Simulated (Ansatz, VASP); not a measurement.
**Al: VASP beside Ansatz**

```xyz
1
Lattice="0.0000 2.0442 2.0240 2.0240 0.0000 2.0240 2.0240 2.0442 0.0000" Properties=species:S:1:pos:R:3 pbc="T T T"
Al    0.0000    0.0000    0.0000
```

Change from the starting cell: strain +0.0100 x Voigt [0, 1, 0, 0, 0, 0], atoms carried along.

Alike in both runs: task single point; functional LDA; k mesh 20 × 20 × 20; occupations gaussian, width 0.15 eV; no spin polarisation.

|  | VASP | Ansatz |
| --- | --- | --- |
| version | VASP 6.6.1 | Ansatz 0.2.0 |
| potentials or method | VASP PAW LDA potentials, release 64 (Al), cutoff 520 eV | scalar-relativistic, plane waves, PAW |
| valence electrons in the cell | 3 | 3 |

```csv
,VASP,Ansatz,Ansatz less VASP
gap on the k mesh at the Fermi level (eV),none,none,-
pressure (GPa),-4.2,-4.2,-0.04
"traceless stress, the component that is largest in VASP (GPa)",-0.11,-0.12,-0.007
```

LDA's correlation is that of Perdew and Zunger in VASP and of Perdew and Wang (1992) in Ansatz. A gap of «none» marks a metal or a gap that the smearing closes.
